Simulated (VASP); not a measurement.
# SiNi (NiAs type): single point with PBE

SiNi (NiAs type):

```
CELL_PARAMETERS angstrom
3.35304 0.00000 0.00000
-1.67652 2.90382 0.00000
0.00000 0.00000 4.65256
ATOMIC_POSITIONS crystal
Ni 0.00000 0.00000 0.00000
Ni 0.00000 0.00000 0.50000
Si 0.33333 0.66667 0.25000
Si 0.66667 0.33333 0.75000
```

This cell differs from its parent crystal: volume scaled by 0.88.

```yaml
Program: VASP 6.6.1
Task: single point
Functional: PBE
Potentials_or_basis: VASP PAW PBE potentials, release 64 (Ni, Si)
Cutoff: 520 eV
k_mesh: 11 × 11 × 6
Occupations: fermi-dirac, width 0.1 eV
Spin: no spin polarisation
Dipole_correction: no
Further_INCAR_settings: ALGO = Normal; EDIFF = 1e-06; NBANDS = 22
```

```yaml
Pressure: 27.6 GPa
Band_gap_on_the_k_mesh: zero (band 14 reaches 15.14 eV, above the bottom of band 15 at 9.56 eV)
```

Stress tensor (GPa, compression positive):
```
27.50  0.00  0.00
 0.00 27.50  0.00
 0.00  0.00 27.79
```

Levels at points of the mesh, in eV from the Fermi level:
```csv
k point,band 10,band 11,band 12,band 13,band 14,band 15,band 16,band 17,band 18,band 19
"(0.00, 0.00, 0.00)",-3.08,-1.77,-1.77,0.36,2.68,2.68,5.29,5.29,5.62,6.82
"(0.00, 0.00, 0.50)",-2.94,-2.94,-2.94,2.70,2.70,4.88,4.88,4.88,4.88,7.47
```

It took 41 s on 1 thread of AMD EPYC 9R45 96-Core Processor (Zen 5), on a shared host, peak memory 0.17 GiB.

 Spin polarisation is off, so any magnetic state and its effect on volume and gap are missing.
